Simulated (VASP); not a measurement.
# Mo (I4/mmm) in VASP: a series of runs

Runs on Mo. Level: PBEsol. Tasks: single point.

Everything below comes from runs of VASP 6.6.1. Logs are shortened: lines on timing, memory, paths and dates and some standing lists are left out, and cuts for length are marked.

## Step 1: The cell of the first run

The structure is tetragonal, space group I4/mmm (No. 139). The conventional cell has a = 3.078 Å, b = 3.078 Å, c = 3.708 Å, α = 90.00°, β = 90.00°, γ = 90.00°. Within 3.8 Å of Mo (site symmetry 4/mmm) lie 14 Mo at 2.86 to 3.71 Å.

## Step 2: Single point, PBEsol (strain +0.080 along x and y, -0.080 along z)

INCAR reads:

```
PREC = Accurate ; ENCUT = 520
EDIFF = 1E-6 ; ISMEAR = 0
SIGMA = 0.15 ; LREAL = False
LASPH = True ; NELM = 80
ALGO = Fast ; ISIF = 2
LWAVE = False ; LCHARG = False
GGA = PS ; NBANDS = 13
```

KPOINTS reads:

```
Automatic mesh
0
Gamma
  20 20 20
```

POSCAR reads:

```
Mo
1.0
    0.0000000000      2.1762000000      1.8538000000
    2.1762000000      0.0000000000      1.8538000000
    2.1762000000      2.1762000000      0.0000000000
Mo
1
Direct
    0.0000000000      0.0000000000      0.0000000000
```

Potentials or basis: VASP PAW PBE potentials, release 64 (Mo_sv).

Command:

```sh
> cat potpaw_PBE.64/Mo_sv/POTCAR > POTCAR
> mpirun -np 1 vasp_std > vasp.out
```

OUTCAR:

```text
PREC = Accurate
   ENCUT = 520
   EDIFF = 1E-6
   ISMEAR = 0
   LREAL = False
   LASPH = True
   NELM = 80
   ISIF = 2
   GGA = PS

 ion  position               nearest neighbor table
   1  0.000  0.000  0.000-

  LATTYP: Found a body centered tetragonal cell.
 ALAT       =     3.0776115544
 C/A-ratio  =     1.2047004420

  Lattice vectors:

 A1 = (   0.0000000000,  -2.1762000000,  -1.8538000000)
 A2 = (   0.0000000000,   2.1762000000,  -1.8538000000)
 A3 = (   2.1762000000,   0.0000000000,   1.8538000000)

Analysis of symmetry for initial positions (statically):
=====================================================================
 Subroutine PRICEL returns:
 Original cell was already a primitive cell.

 Routine SETGRP: Setting up the symmetry group for a
 body centered tetragonal supercell.

 Subroutine GETGRP returns: Found 16 space group operations
 (whereof 16 operations were pure point group operations)
 out of a pool of 16 trial point group operations.

The static configuration has the point symmetry D_4h.

Analysis of symmetry for dynamics (positions and initial velocities):
=====================================================================
 Subroutine PRICEL returns:
 Original cell was already a primitive cell.

 Routine SETGRP: Setting up the symmetry group for a
 body centered tetragonal supercell.

 Subroutine GETGRP returns: Found 16 space group operations
 (whereof 16 operations were pure point group operations)
 out of a pool of 16 trial point group operations.

The dynamic configuration has the point symmetry D_4h.

 Subroutine INISYM returns: Found 16 space group operations
 (whereof 16 operations are pure point group operations),
 and found     1 'primitive' translations

----------------------------------------------------------------------------------------

                                     Primitive cell

  volume of cell :      17.5586

  direct lattice vectors                    reciprocal lattice vectors
     0.000000000  2.176200000  1.853800000    -0.229758294  0.229758294  0.269716258
     2.176200000  0.000000000  1.853800000     0.229758294 -0.229758294  0.269716258
     2.176200000  2.176200000  0.000000000     0.229758294  0.229758294 -0.269716258

  length of vectors
     2.858744634  2.858744634  3.077611554     0.422284984  0.422284984  0.422284984

  position of ions in fractional coordinates (direct lattice)
     0.000000000  0.000000000  0.000000000

  ion indices of the primitive-cell ions
   primitive index   ion index
                 1           1

----------------------------------------------------------------------------------------

 KPOINTS: Automatic mesh

Automatic generation of k-mesh.
 Grid dimensions read from file:
 generate k-points for:   20   20   20

 Generating k-lattice:

  Cartesian coordinates                     Fractional coordinates (reciprocal lattice)
    -0.011487915  0.011487915  0.013485813     0.050000000  0.000000000  0.000000000
     0.011487915 -0.011487915  0.013485813     0.000000000  0.050000000  0.000000000
     0.011487915  0.011487915 -0.013485813    -0.000000000 -0.000000000  0.050000000

  Length of vectors
     0.021114249  0.021114249  0.021114249

  Shift w.r.t. Gamma in fractional coordinates (k-lattice)
     0.000000000  0.000000000  0.000000000

 Subroutine IBZKPT returns following result:
 ===========================================

 Found    641 irreducible k-points:

 Following reciprocal coordinates:
            Coordinates               Weight
  0.000000  0.000000  0.000000      1.000000
  0.050000 -0.000000  0.000000      8.000000
  0.100000 -0.000000  0.000000      8.000000
  0.150000  0.000000  0.000000      8.000000
  0.200000 -0.000000  0.000000      8.000000
  0.250000 -0.000000  0.000000      8.000000
[... 16 lines left out ...]
 -0.400000  0.050000  0.000000      8.000000
 -0.350000  0.050000  0.000000      8.000000
 [... further k-points ...]
   k-points           NKPTS =    641   k-points in BZ     NKDIM =    641   number of bands    NBANDS=     13
   number of dos      NEDOS =    301   number of ions     NIONS =      1
   total plane-waves  NPLWV =  13824
   dimension x,y,z NGX =    24 NGY =   24 NGZ =   24
   dimension x,y,z NGXF=    48 NGYF=   48 NGZF=   48
   ions per type =               1
   NGX,Y,Z   is equivalent  to a cutoff of  13.96, 13.96, 12.96 a.u.
   NGXF,Y,Z  is equivalent  to a cutoff of  27.91, 27.91, 25.93 a.u.
 SYSTEM =  unknown system
   PREC   = accura    normal or accurate (medium, high low for compatibility)
   ISTART =      0    job   : 0-new  1-cont  2-samecut
   ICHARG =      2    charge: 1-file 2-atom 10-const
   ISPIN  =      1    spin polarized calculation?
   LNONCOLLINEAR =      F non collinear calculations
   LSORBIT =      F    spin-orbit coupling
   LASPH  =      T    aspherical Exc in radial PAW
   ENCUT  =  520.0 eV  38.22 Ry    6.18 a.u.   5.32  5.32  5.72*2*pi/ulx,y,z
   NELM   =     80;   NELMIN=  2; NELMDL= -5     # of ELM steps
   EDIFF  = 0.1E-05   stopping-criterion for ELM
   LREAL  =      F    real-space projection
   EDIFFG = 0.1E-04   stopping-criterion for IOM
   NSW    =      0    number of steps for IOM
   IBRION =     -1    ionic relax: 0-MD 1-quasi-New 2-CG
   NFREE  =      0    steps in history (QN), initial steepest desc. (CG)
   ISIF   =      2    stress and relaxation
   ISYM   =      2    0-nonsym 1-usesym 2-fastsym
   POTIM  = 0.5000    time-step for ionic-motion
   TEBEG  =    0.0;   TEEND  =   0.0 temperature during run
   PSTRESS=    0.0 pullay stress
   NELECT =      14.0000    total number of electrons
   NUPDOWN=      -1.0000    fix difference up-down
   EMIN   =  10.00;   EMAX   =-10.00  energy-range for DOS
   EFERMI =   0.00;   METHOD = LEGACY
   ISMEAR =     0;   SIGMA  =   0.15  broadening in eV -4-tet -1-fermi 0-gaus
   EFERMI_NEDOS =   21; number of points for ismear=-14 and -15
   IALGO  =     68    algorithm
   IMIX   =      4    mixing-type and parameters
     AMIX     =   0.40;   BMIX     =  1.00
     AMIX_MAG =   1.60;   BMIX_MAG =  1.00
  volume/ion in A,a.u.               =      17.56       118.49
  Fermi-wavevector in a.u.,A,eV,Ry     =   1.518054  2.868707 31.354480  2.304489
  Thomas-Fermi vector in A             =   2.627227
   LORBIT       =      0    0 simple, 1 ext, 2 COOP (PROOUT), +10 PAW based schemes
   GGA     = PS    functional components
   LHFCALC =     F    Hartree Fock is set to
   AEXX    =    0.0000 exact exchange contribution
   IVDW    =     0    specifies the selected vdW correction
   LEPSILON=     F    determine dielectric tensor
   LRPA    =     F    only Hartree local field effects (RPA)
 non-spin polarized calculation
 RMM-DIIS sequential band-by-band and
 Gauss-broadening in eV      SIGMA  =   0.15
  energy-cutoff  :      520.00
  volume of cell :       17.56
 maximum number of plane-waves:       495
 NGX is ok and might be reduce to    24
   NGX = 11   NGY = 11   NGZ = 11

 number of electron      13.9999999 magnetization

 Free energy of the ion-electron system (eV)
  ---------------------------------------------------
  ext. energy  EPLUGINS =         0.00000000
  ---------------------------------------------------
  free energy    TOTEN  =       -11.33997972 eV

  energy without entropy =      -11.32673296  energy(sigma->0) =      -11.33335634

 E-fermi :  10.5855     XC(G=0): -12.8779

 val. band max:       10.5851147446   @ k =  -0.3000   0.1000   0.0500
 cond. band min:      10.5865084541   @ k =  -0.4000   0.3000   0.0000
 fundamental gap:      0.0013937095
 Fermi energy:        10.5854880651

 k-point     1 :       0.0000    0.0000    0.0000
  band No.  band energies     occupation
      1     -50.4757      2.00000
      2     -23.9987      2.00000
      3     -23.9987      2.00000
      4     -23.9820      2.00000
      5       3.8180      2.00000
      6       9.3074      2.00000
      7       9.3074      2.00000
      8      10.8309      0.02070
      9      10.8479      0.01337
     10      12.6715      0.00000
     11      23.7189      0.00000
     12      26.6318      0.00000
     13      26.6318      0.00000

 k-point     2 :       0.0500   -0.0000    0.0000
  band No.  band energies     occupation
      1     -50.4719      2.00000
      2     -24.0190      2.00000
      3     -24.0045      2.00000
      4     -23.9877      2.00000
      5       3.9119      2.00000
      6       9.3001      2.00000
      7       9.3433      2.00000
      8      10.8254      0.02368
      9      10.8254      0.02368
     10      12.6283      0.00000
     11      23.8855      0.00000
     12      26.5962      0.00000
     13      26.7872      0.00000

 k-point     3 :       0.1000   -0.0000    0.0000
  band No.  band energies     occupation
      1     -50.4608      2.00000
      2     -24.0902      2.00000
      3     -24.0213      2.00000
      4     -23.9915      2.00000
      5       4.1848      2.00000
      6       9.2651      2.00000
      7       9.4217      2.00000
      8      10.7850      0.05991
      9      10.8436      0.01494
     10      12.5172      0.00000
     11      24.3384      0.00000
     12      26.3774      0.00000
     13      27.2432      0.00000
[... 305 lines left out ...]
 k-point    23 :      -0.4000    0.0500    0.0000
  band No.  band energies     occupation
      1     -50.3281      2.00000
      2     -24.8885      2.00000
      3     -24.2140      2.00000
      4     -24.0432      2.00000
      5       6.1860      2.00000
      6       8.7835      2.00000
      7      10.1778      1.99988
      8      11.0657      0.00001
      9      13.3727      0.00000
     10      13.6588      0.00000
     11      21.1163      0.00000
     12      23.3914      0.00000
     13      28.7058      0.00000

 k-point    24 :      -0.3500    0.0500    0.0000
  band No.  band energies     occupation
      1     -50.3448      2.00000
      2     -24.7903      2.00000
      3     -24.1877      2.00000
      4     -24.0435      2.00000
      5       6.1922      2.00000
      6       8.9133      2.00000
      7       9.8793      2.00000
      8      10.7377      0.15114
      9      13.0268      0.00000
     10      13.1447      0.00000
     11      22.1198      0.00000
     12      23.9994      0.00000
     13      29.9715      0.00000

 [... further k-points ...]
[... 5 lines left out ...]
  --------------------------------------------------------------------------------------
  -------------------------------------------------------------------------------------
  Total       -1.9390526     -1.9390526     -4.4407264      0.0000000      0.0000000     -0.0000000
  in kB     -176.9333460   -176.9333460   -405.2043629      0.0000000      0.0000000     -0.0000000
  external PRESSURE =    -253.0236850 kB  Pullay stress =       0.0000000 kB

 VOLUME and BASIS-vectors are now :
 -----------------------------------------------------------------------------
  energy-cutoff  :      520.00
  volume of cell :       17.56
      direct lattice vectors                 reciprocal lattice vectors
     0.000000000  2.176200000  1.853800000    -0.229758294  0.229758294  0.269716258
     2.176200000  0.000000000  1.853800000     0.229758294 -0.229758294  0.269716258
     2.176200000  2.176200000  0.000000000     0.229758294  0.229758294 -0.269716258

 POSITION                                       TOTAL-FORCE (eV/Angst)
 -----------------------------------------------------------------------------------
      0.00000      0.00000      0.00000         0.000000      0.000000      0.000000
 -----------------------------------------------------------------------------------
    total drift:                               -0.000000      0.000000      0.000000

  FREE ENERGIE OF THE ION-ELECTRON SYSTEM (eV)
  ---------------------------------------------------
  free  energy   TOTEN  =       -11.3399797206 eV

  energy  without entropy=      -11.3267329554  energy(sigma->0) =      -11.33335634
```

Wall time 38 s (1 thread of Intel Xeon 6975P-C (Granite Rapids), shared host); peak memory 0.25 GiB.

What came out:

- Free energy: -11.3400 eV
- Pressure: -25.3 GPa
- Band gap on the k mesh: zero (band 7 reaches 13.79 eV, above the bottom of band 8 at 9.82 eV)

Caveat: the cell differs from its parent crystal (strain +0.080 along x and y, -0.080 along z); the PAW data sets were made with another functional, which shifts forces and pressure a little.

(Continued in part 2 of 2.)
